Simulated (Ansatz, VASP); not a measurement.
AlN in VASP and in Ansatz

```
Al N
1.0
     3.28180    0.00000    0.00000
    -1.64090    2.84212    0.00000
     0.00000    0.00000    4.05840
Al N
2 2
Direct
  0.33333 0.66667 0.75000
  0.66667 0.33333 0.25000
  0.33333 0.66667 0.25000
  0.66667 0.33333 0.75000
```

Alike in both runs: task single point; functional PBEsol; k mesh 9 × 9 × 6; occupations gaussian, width 0.05 eV; no spin polarisation.

```csv
,VASP,Ansatz
version,VASP 6.6.1,Ansatz 0.2.0
potentials or method,"VASP PAW PBE potentials, release 64 (Al, N), cutoff 520 eV","scalar-relativistic, plane waves, PAW"
valence electrons in the cell,16,16
```

|  | VASP | Ansatz | Ansatz less VASP |
| --- | --- | --- | --- |
| gap on the k mesh at the Fermi level (eV) | 3.60 | 3.59 | -0.013 |
| least direct gap on the mesh (eV) | 3.60 | 3.59 | -0.013 |
| pressure (GPa) | 7.1 | 7.1 | +0.05 |
| traceless stress, the component that is largest in VASP (GPa) | 1.58 | 1.61 | +0.025 |

VASP's potentials were made for PBE, not for PBEsol.
